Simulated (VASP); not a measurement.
Set up this calculation in VASP 6.6.1, as the native input.

```yaml
Task: single point
Functional: PBE
Dispersion: D3(BJ)
Potentials_or_basis: VASP PAW PBE potentials, release 64 (C_h, O_h)
Cutoff: 1000 eV
k_mesh: 1 × 1 × 1
Occupations: fermi-dirac, width 0.02 eV
Spin: no spin polarisation
Dipole_correction: no
Further_INCAR_settings: LREAL = Auto; ALGO = Normal; EDIFF = 1e-06; NBANDS = 63
```

The structure of CO2 lies in POSCAR:

```
CO2
1.0
    7.3434200000      0.0000000000      0.0000000000
    0.0000000000      7.3434200000      0.0000000000
    0.0000000000      0.0000000000      7.3434200000
C O
6 12
Direct
    0.3833499922      0.6476954879      0.9026992873
    1.1041176999      0.5020140480      0.5409332436
    0.8333719166      0.9766294179     -0.1034259242
    1.0028297442     -0.0531360047      0.4711292559
    0.3003369002      0.1903472769      0.8487189892
    0.6517535426      0.4995220211      0.4612428541
    0.2448450450      0.7354338986      0.8985867620
    0.5063308377      0.5545100239      0.8997714961
    0.9939101944      0.4130636679      0.6066927944
    1.1925914628      0.6092937623      0.4468217806
    0.7586519633      0.8777790185      0.0008442933
    0.9346734900      1.0577905118     -0.1952904777
    0.8871888030     -0.1557176357      0.5183143549
    1.1239722091      0.0407167233      0.4255238023
    0.3070640110      0.2084178761      1.0113135297
    0.3554610794      0.1596531316      0.6971274965
    0.5827529952      0.5868927557      0.5777417062
    0.7353794281      0.4148884307      0.3633184538
```

One way to write it, as run:

INCAR

```
PREC = Accurate
ENCUT = 1000
EDIFF = 1E-6
ISMEAR = -1
SIGMA = 0.02
LREAL = Auto
LASPH = True
NELM = 120
ALGO = Normal
ISIF = 2
LWAVE = False
LCHARG = True
GGA = PE
IVDW = 12
LELF = True
LVHAR = True
NBANDS = 63
GGA_COMPAT = False
```

KPOINTS

```
Automatic mesh
0
Gamma
  1 1 1
```

Potentials or basis: VASP PAW PBE potentials, release 64 (C_h, O_h).

Run with:

```console
$ cat potpaw_PBE.64/C_h/POTCAR potpaw_PBE.64/O_h/POTCAR > POTCAR
$ mpirun -np 1 vasp_gam > vasp.out
```

Results of the run:

```json
{"Pressure": "-0.6 GPa", "Largest force": "6.903 eV/Å", "Dispersion energy per atom": "-0.046 eV"}
```

Caveat: the k points lie up to 0.86 Å⁻¹ apart, too coarse for converged energies, forces and pressures.

Wall time 2 min on 1 thread of Intel(R) Xeon(R) Platinum 8375C CPU @ 2.90GHz (Ice Lake), on a shared host, peak memory 0.9 GiB.
